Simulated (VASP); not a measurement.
# Sn (R-3m) in VASP: notebook

Aim: see how the results for Sn move with the level of theory and the settings. Levels: PBE, r2SCAN. Tasks: single point.

Program: VASP 6.6.1. These are calculated values, not measurements. Logs are shortened: lines on timing, memory, paths and dates and some standing lists are left out, and cuts for length are marked.

## (1) The cell of the first run

It takes space group R-3m (No. 166, trigonal). The conventional cell has a = 4.369 Å, b = 4.369 Å, c = 11.821 Å, α = 90.00°, β = 90.00°, γ = 120.00°. Within 3.6 Å of Sn (site symmetry 3m) lie 4 Sn at 2.76 to 2.83 Å.

## (2) Single point, PBE (epitaxial 111 strain -5.9%)

Contents of INCAR:

```
PREC = Accurate
ENCUT = 500
EDIFF = 1E-6
ISMEAR = -1
SIGMA = 0.02
LREAL = F
LASPH = T
NELM = 120
ALGO = Normal
ISIF = 2
LWAVE = F
LCHARG = F
GGA = PE
NBANDS = 21
GGA_COMPAT = F
```

Contents of KPOINTS:

```
regular mesh
0
Gamma
  6 6 6
```

Contents of POSCAR:

```
Sn
1.0
    0.2150730820      3.3047643973      3.3047643973
    3.3047643973      0.2150730820      3.3047643973
    3.3047643973      3.3047643973      0.2150730820
Sn
2
Direct
    0.0054440382      0.0054440382      0.0054440382
    0.2445559618      0.2445559618      0.2445559618
```

Potentials or basis: VASP PAW PBE potentials, release 64 (Sn_d).

Run with:

```
$ cat potpaw_PBE.64/Sn_d/POTCAR > POTCAR
$ mpirun -np 1 vasp_std > vasp.out
```

OUTCAR:

```text
PREC = Accurate
   ENCUT = 500
   EDIFF = 1E-6
   ISMEAR = -1
   LREAL = F
   LASPH = T
   NELM = 120
   ISIF = 2
   GGA = PE

 ion  position               nearest neighbor table
   1  0.005  0.005  0.005-   2 2.76   2 2.76   2 2.76   2 2.83
   2  0.245  0.245  0.245-   1 2.76   1 2.76   1 2.76   1 2.83

  LATTYP: Found a trigonal (rhomboedric) cell.
 ALAT       =     4.6785886626
 COS(alpha) =     0.5638855706

  Lattice vectors:

 A1 = (   0.2150730820,   3.3047643973,   3.3047643973)
 A2 = (   3.3047643973,   0.2150730820,   3.3047643973)
 A3 = (   3.3047643973,   3.3047643973,   0.2150730820)

Analysis of symmetry for initial positions (statically):
=====================================================================
 Subroutine PRICEL returns:
 Original cell was already a primitive cell.

 Routine SETGRP: Setting up the symmetry group for a
 trigonal (rhombohedral) supercell.

 Subroutine GETGRP returns: Found 12 space group operations
 (whereof  6 operations were pure point group operations)
 out of a pool of 12 trial point group operations.

The static configuration has the point symmetry C_3v.
 The point group associated with its full space group is D_3d.

Analysis of symmetry for dynamics (positions and initial velocities):
=====================================================================
 Subroutine PRICEL returns:
 Original cell was already a primitive cell.

 Routine SETGRP: Setting up the symmetry group for a
 trigonal (rhombohedral) supercell.

 Subroutine GETGRP returns: Found 12 space group operations
 (whereof  6 operations were pure point group operations)
 out of a pool of 12 trial point group operations.

The dynamic configuration has the point symmetry C_3v.
 The point group associated with its full space group is D_3d.

 Subroutine INISYM returns: Found 12 space group operations
 (whereof  6 operations are pure point group operations),
 and found     1 'primitive' translations

----------------------------------------------------------------------------------------

                                     Primitive cell

  volume of cell :      65.1490

  direct lattice vectors                    reciprocal lattice vectors
     0.215073082  3.304764397  3.304764397    -0.166928387  0.156728541  0.156728541
     3.304764397  0.215073082  3.304764397     0.156728541 -0.166928387  0.156728541
     3.304764397  3.304764397  0.215073082     0.156728541  0.156728541 -0.166928387

  length of vectors
     4.678588663  4.678588663  4.678588663     0.277475688  0.277475688  0.277475688

  position of ions in fractional coordinates (direct lattice)
     0.005444038  0.005444038  0.005444038
     0.244555962  0.244555962  0.244555962

  ion indices of the primitive-cell ions
   primitive index   ion index
                 1           1
                 2           2

----------------------------------------------------------------------------------------

 KPOINTS: regular mesh

Automatic generation of k-mesh.
 Grid dimensions read from file:
 generate k-points for:    6    6    6

 Generating k-lattice:

  Cartesian coordinates                     Fractional coordinates (reciprocal lattice)
    -0.027821398  0.026121423  0.026121423     0.166666667  0.000000000  0.000000000
     0.026121423 -0.027821398  0.026121423     0.000000000  0.166666667  0.000000000
     0.026121423  0.026121423 -0.027821398     0.000000000  0.000000000  0.166666667

  Length of vectors
     0.046245948  0.046245948  0.046245948

  Shift w.r.t. Gamma in fractional coordinates (k-lattice)
     0.000000000  0.000000000  0.000000000

 Subroutine IBZKPT returns following result:
 ===========================================

 Found     32 irreducible k-points:

 Following reciprocal coordinates:
            Coordinates               Weight
  0.000000  0.000000  0.000000      1.000000
  0.166667  0.000000 -0.000000      6.000000
  0.333333  0.000000  0.000000      6.000000
  0.500000  0.000000 -0.000000      3.000000
  0.166667  0.166667  0.000000      6.000000
  0.333333  0.166667 -0.000000     12.000000
[... 16 lines left out ...]
  0.500000  0.500000  0.166667      6.000000
 -0.333333  0.500000  0.166667     12.000000
 [... further k-points ...]
   k-points           NKPTS =     32   k-points in BZ     NKDIM =     32   number of bands    NBANDS=     21
   number of dos      NEDOS =    301   number of ions     NIONS =      2
   total plane-waves  NPLWV =  46656
   dimension x,y,z NGX =    36 NGY =   36 NGZ =   36
   dimension x,y,z NGXF=    72 NGYF=   72 NGZF=   72
   ions per type =               2
   NGX,Y,Z   is equivalent  to a cutoff of  12.79, 12.79, 12.79 a.u.
   NGXF,Y,Z  is equivalent  to a cutoff of  25.58, 25.58, 25.58 a.u.
 SYSTEM =  unknown system
   PREC   = accura    normal or accurate (medium, high low for compatibility)
   ISTART =      0    job   : 0-new  1-cont  2-samecut
   ICHARG =      2    charge: 1-file 2-atom 10-const
   ISPIN  =      1    spin polarized calculation?
   LNONCOLLINEAR =      F non collinear calculations
   LSORBIT =      F    spin-orbit coupling
   LASPH  =      T    aspherical Exc in radial PAW
   ENCUT  =  500.0 eV  36.75 Ry    6.06 a.u.   8.53  8.53  8.53*2*pi/ulx,y,z
   NELM   =    120;   NELMIN=  2; NELMDL= -5     # of ELM steps
   EDIFF  = 0.1E-05   stopping-criterion for ELM
   LREAL  =      F    real-space projection
   EDIFFG = 0.1E-04   stopping-criterion for IOM
   NSW    =      0    number of steps for IOM
   IBRION =     -1    ionic relax: 0-MD 1-quasi-New 2-CG
   NFREE  =      0    steps in history (QN), initial steepest desc. (CG)
   ISIF   =      2    stress and relaxation
   ISYM   =      2    0-nonsym 1-usesym 2-fastsym
   POTIM  = 0.5000    time-step for ionic-motion
   TEBEG  =    0.0;   TEEND  =   0.0 temperature during run
   PSTRESS=    0.0 pullay stress
   NELECT =      28.0000    total number of electrons
   NUPDOWN=      -1.0000    fix difference up-down
   EMIN   =  10.00;   EMAX   =-10.00  energy-range for DOS
   EFERMI =   0.00;   METHOD = LEGACY
   ISMEAR =    -1;   SIGMA  =   0.02  broadening in eV -4-tet -1-fermi 0-gaus
   EFERMI_NEDOS =   21; number of points for ismear=-14 and -15
   IALGO  =     38    algorithm
   IMIX   =      4    mixing-type and parameters
     AMIX     =   0.40;   BMIX     =  1.00
     AMIX_MAG =   1.60;   BMIX_MAG =  1.00
  volume/ion in A,a.u.               =      32.57       219.82
  Fermi-wavevector in a.u.,A,eV,Ry     =   1.235450  2.334661 20.767056  1.526336
  Thomas-Fermi vector in A             =   2.370099
   LORBIT       =      0    0 simple, 1 ext, 2 COOP (PROOUT), +10 PAW based schemes
   GGA     = PE    functional components
   LHFCALC =     F    Hartree Fock is set to
   AEXX    =    0.0000 exact exchange contribution
   IVDW    =     0    specifies the selected vdW correction
   LEPSILON=     F    determine dielectric tensor
   LRPA    =     F    only Hartree local field effects (RPA)
 non-spin polarized calculation
  energy-cutoff  :      500.00
  volume of cell :       65.15
 maximum number of plane-waves:      1672
 NGX is ok and might be reduce to    36
   NGX = 17   NGY = 17   NGZ = 17

 number of electron      28.0000006 magnetization

 Free energy of the ion-electron system (eV)
  ---------------------------------------------------
  ext. energy  EPLUGINS =         0.00000000
  ---------------------------------------------------
  free energy    TOTEN  =        -7.44543663 eV

  energy without entropy =       -7.44438526  energy(sigma->0) =       -7.44491094

 E-fermi :   6.0996     XC(G=0):  -9.0997

 val. band max:        6.0462596390   @ k =   0.1667   0.0000  -0.0000
 cond. band min:       6.1082929160   @ k =   0.3333   0.0000   0.0000
 fundamental gap:      0.0620332770
 Fermi energy:         6.0995561750

 k-point     1 :       0.0000    0.0000    0.0000
  band No.  band energies     occupation
      1     -15.6513      2.00000
      2     -15.6513      2.00000
      3     -15.5462      2.00000
      4     -15.5462      2.00000
      5     -15.5355      2.00000
      6     -15.2868      2.00000
[... 13 lines left out ...]
     20      14.2838      0.00000
     21      14.2863      0.00000

 k-point     2 :       0.1667    0.0000   -0.0000
  band No.  band energies     occupation
      1     -15.6578      2.00000
      2     -15.6383      2.00000
      3     -15.5750      2.00000
      4     -15.5199      2.00000
      5     -15.5056      2.00000
      6     -15.2850      2.00000
[... 13 lines left out ...]
     20      12.8615      0.00000
     21      13.3834      0.00000

 k-point     3 :       0.3333    0.0000    0.0000
  band No.  band energies     occupation
      1     -15.6625      2.00000
      2     -15.6147      2.00000
      3     -15.5845      2.00000
      4     -15.4949      2.00000
      5     -15.4708      2.00000
      6     -15.2743      2.00000
[... 13 lines left out ...]
     20      13.6528      0.00000
     21      14.2512      0.00000

 k-point     4 :       0.5000    0.0000   -0.0000
  band No.  band energies     occupation
      1     -15.6623      2.00000
      2     -15.6087      2.00000
      3     -15.5755      2.00000
      4     -15.4977      2.00000
      5     -15.4439      2.00000
      6     -15.2999      2.00000
[... 13 lines left out ...]
     20      14.4005      0.00000
     21      15.9050      0.00000

 k-point     5 :       0.1667    0.1667    0.0000
  band No.  band energies     occupation
      1     -15.6625      2.00000
      2     -15.6460      2.00000
      3     -15.5799      2.00000
      4     -15.5214      2.00000
      5     -15.4855      2.00000
      6     -15.3029      2.00000
[... 13 lines left out ...]
     20      13.0314      0.00000
     21      14.5661      0.00000
[... 382 lines left out ...]
     20      15.5235      0.00000
     21      16.5542      0.00000

 k-point    22 :      -0.1667    0.3333    0.1667
  band No.  band energies     occupation
      1     -15.6840      2.00000
      2     -15.6375      2.00000
      3     -15.5424      2.00000
      4     -15.4419      2.00000
      5     -15.4120      2.00000
      6     -15.3723      2.00000
[... 13 lines left out ...]
     20      15.0355      0.00000
     21      16.2493      0.00000

 k-point    23 :       0.5000    0.5000    0.1667
  band No.  band energies     occupation
      1     -15.6951      2.00000
      2     -15.6744      2.00000
      3     -15.5626      2.00000
      4     -15.4258      2.00000
      5     -15.4096      2.00000
      6     -15.3837      2.00000
[... 13 lines left out ...]
     20      15.3951      0.00000
     21      15.4048      0.00000

 k-point    24 :      -0.3333    0.5000    0.1667
  band No.  band energies     occupation
      1     -15.6996      2.00000
      2     -15.6665      2.00000
      3     -15.4960      2.00000
      4     -15.4535      2.00000
      5     -15.3950      2.00000
      6     -15.3505      2.00000
[... 13 lines left out ...]
     20      15.0896      0.00000
     21      16.9095      0.00000

 [... further k-points ...]
[... 5 lines left out ...]
  --------------------------------------------------------------------------------------
  -------------------------------------------------------------------------------------
  Total        2.4337956      2.4337956      2.4337956     -0.7572597     -0.7572597     -0.7572597
  in kB       59.8531724     59.8531724     59.8531724    -18.6229258    -18.6229258    -18.6229258
  external PRESSURE =      59.8531724 kB  Pullay stress =       0.0000000 kB

 VOLUME and BASIS-vectors are now :
 -----------------------------------------------------------------------------
  energy-cutoff  :      500.00
  volume of cell :       65.15
      direct lattice vectors                 reciprocal lattice vectors
     0.215073082  3.304764397  3.304764397    -0.166928387  0.156728541  0.156728541
     3.304764397  0.215073082  3.304764397     0.156728541 -0.166928387  0.156728541
     3.304764397  3.304764397  0.215073082     0.156728541  0.156728541 -0.166928387

 POSITION                                       TOTAL-FORCE (eV/Angst)
 -----------------------------------------------------------------------------------
      0.03715      0.03715      0.03715         0.060722      0.060722      0.060722
      1.66900      1.66900      1.66900        -0.060722     -0.060722     -0.060722
 -----------------------------------------------------------------------------------
    total drift:                                0.000000     -0.000000      0.000000

  FREE ENERGIE OF THE ION-ELECTRON SYSTEM (eV)
  ---------------------------------------------------
  free  energy   TOTEN  =        -7.4454366250 eV

  energy  without entropy=       -7.4443852629  energy(sigma->0) =       -7.44491094
```

Wall time 50 s (1 thread of Intel Xeon 8259CL, shared host); peak memory 0.21 GiB.

Results:

```yaml
Free_energy: -7.4454 eV
Pressure: 6.0 GPa
Largest_force: 0.105 eV/Å
Band_gap_on_the_k_mesh: zero (bands 14 and 15 overlap by 0.72 eV)
```

Forces on the atoms (eV/Å):
```
Sn   0.061  0.061  0.061
Sn  -0.061 -0.061 -0.061
```

Levels at points of the mesh, in eV from the Fermi level:
```
           k point  band 12  band 13  band 14  band 15  band 16  band 17
(0.00, 0.00, 0.00)    -0.62    -0.54     0.51     0.51     2.25     2.47
(0.50, 0.00, 0.00)    -6.35    -1.51    -0.97    -0.21     3.20     3.26
(0.50, 0.50, 0.00)    -7.49    -2.86    -2.18     0.35     1.30     7.65
(0.50, 0.50, 0.50)    -6.60    -0.63    -0.63     1.10     3.69     3.69
```

Caveat: the cell differs from its parent crystal (epitaxial 111 strain -5.9%); the cell stands under pressure; spin-orbit coupling is left out, which moves the levels of the heavy elements.

## (3) Single point, r2SCAN (epitaxial 111 strain -5.9%)

POSCAR is that of step 2.

Contents of INCAR.step1:

```
  ALGO = Normal
  EDIFF = 1E-5
  ENCUT = 550
  GGA = PE
  GGA_COMPAT = False
  ISMEAR = -1
  LASPH = True
  LCHARG = False
  LREAL = False
  LWAVE = True
  NBANDS = 21
  NELM = 120
  PREC = Accurate
  SIGMA = 0.02
```

Contents of INCAR.step2:

```
  ALGO = Normal
  EDIFF = 1E-6
  ENCUT = 550
  GGA_COMPAT = False
  ISIF = 2
  ISMEAR = -1
  ISTART = 1
  LASPH = True
  LCHARG = False
  LMIXTAU = True
  LREAL = False
  LWAVE = False
  METAGGA = R2SCAN
  NBANDS = 21
  NELM = 120
  PREC = Accurate
  SIGMA = 0.02
```

Contents of KPOINTS:

```
k-points
0
Gamma
  6 6 6
```

Potentials or basis: VASP PAW PBE potentials, release 64 (Sn_d).

Run with:

```
$ cat potpaw_PBE.64/Sn_d/POTCAR > POTCAR
$ cp INCAR.step1 INCAR
$ mpirun -np 1 vasp_std > vasp.out
$ cp INCAR.step2 INCAR
$ mpirun -np 1 vasp_std > vasp.out
```

It took 2.9 min on 1 thread of Intel Xeon 8259CL, shared host; peak memory 0.23 GiB.

It converged, with:

* Free energy: -49.2999 eV
* Pressure: 4.4 GPa
* Band gap on the k mesh: zero (bands 14 and 15 overlap by 0.53 eV)

Forces in eV/Å, atoms in the order of the input:
```
Sn   0.001  0.001  0.001
Sn  -0.001 -0.001 -0.001
```

Stress tensor (GPa, compression positive):
```
 4.38 -2.20 -2.20
-2.20  4.38 -2.20
-2.20 -2.20  4.38
```

Levels at points of the mesh, in eV from the Fermi level:
| k point | band 11 | band 12 | band 13 | band 14 | band 15 | band 16 | band 17 | band 18 |
| --- | --- | --- | --- | --- | --- | --- | --- | --- |
| (0.00, 0.00, 0.00) | -11.40 | -0.67 | -0.41 | 0.44 | 0.44 | 2.39 | 2.52 | 2.52 |
| (0.50, 0.00, 0.00) | -9.44 | -6.66 | -1.69 | -1.13 | -0.08 | 3.35 | 3.36 | 5.85 |
| (0.50, 0.50, 0.00) | -8.04 | -7.86 | -3.10 | -2.39 | 0.41 | 1.43 | 8.07 | 8.09 |
| (0.50, 0.50, 0.50) | -9.92 | -6.95 | -0.77 | -0.77 | 1.34 | 3.82 | 3.82 | 6.46 |

Caveat: the cell differs from its parent crystal (epitaxial 111 strain -5.9%); the cell stands under pressure; the PAW data sets were made with another functional, which shifts forces and pressure a little; spin-orbit coupling is left out, which moves the levels of the heavy elements.
